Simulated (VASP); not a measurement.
ScSiS4:

```
Sc Si S
1.0
     0.00000    3.89656    3.89656
     3.89656    0.00000    3.89656
     3.89656    3.89656    0.00000
Sc Si S
1 1 4
Direct
  0.00000 0.00000 0.00000
  0.25000 0.25000 0.25000
  0.62388 0.62388 0.62388
  0.12835 0.62388 0.62388
  0.62388 0.12835 0.62388
  0.62388 0.62388 0.12835
```

The cell was built from a structure type or drawn by symmetry, and may not be a known phase.

| Property | Result |
| --- | --- |
| Program | VASP 6.6.1 |
| Task | relaxation of cell and atoms |
| Functional | PBE |
| Potentials or basis | VASP PAW PBE potentials, release 64 (Sc_sv, Si, S) |
| Cutoff | 600 eV |
| k mesh | 4 × 4 × 4 |
| Occupations | gaussian, width 0.1 eV |
| Spin | no spin polarisation |

At the start: pressure -6.1 GPa; volume 19.72 Å³/atom.

Problem. Where does the relaxation end?

Solution. Over 5 steps the energy falls by 45.1 meV/atom and the volume is 17.66 Å³/atom (-10.5 %); space group F-43m (No. 216, to 0.1 Å) before and after.

The path:
| step | energy change (eV) | largest force (eV/Å) | pressure (GPa) | volume (Å³) |
| --- | --- | --- | --- | --- |
| 1 | 0.0000 | 0.2471 | -6.07 | 118.32 |
| 2 | -0.2664 | 0.1593 | 0.02 | 105.98 |
| 3 | -0.2664 | 0.1579 | 0.10 | 105.86 |
| 4 | -0.2698 | 0.0576 | 0.06 | 105.92 |
| 5 | -0.2703 | 0.0017 | 0.04 | 105.96 |

Final structure:
```cif
data_structure
_symmetry_space_group_name_H-M 'P 1'
_symmetry_Int_Tables_number 1
_cell_length_a 5.3115
_cell_length_b 5.3115
_cell_length_c 5.3115
_cell_angle_alpha 60.000
_cell_angle_beta 60.000
_cell_angle_gamma 60.000
_cell_volume 105.96
loop_
_atom_site_label
_atom_site_type_symbol
_atom_site_fract_x
_atom_site_fract_y
_atom_site_fract_z
_atom_site_occupancy
Sc1 Sc 0.00000 0.00000 0.00000 1
Si1 Si 0.25000 0.25000 0.25000 1
S1 S 0.62570 0.62570 0.62570 1
S2 S 0.12290 0.62570 0.62570 1
S3 S 0.62570 0.12290 0.62570 1
S4 S 0.62570 0.62570 0.12290 1
```
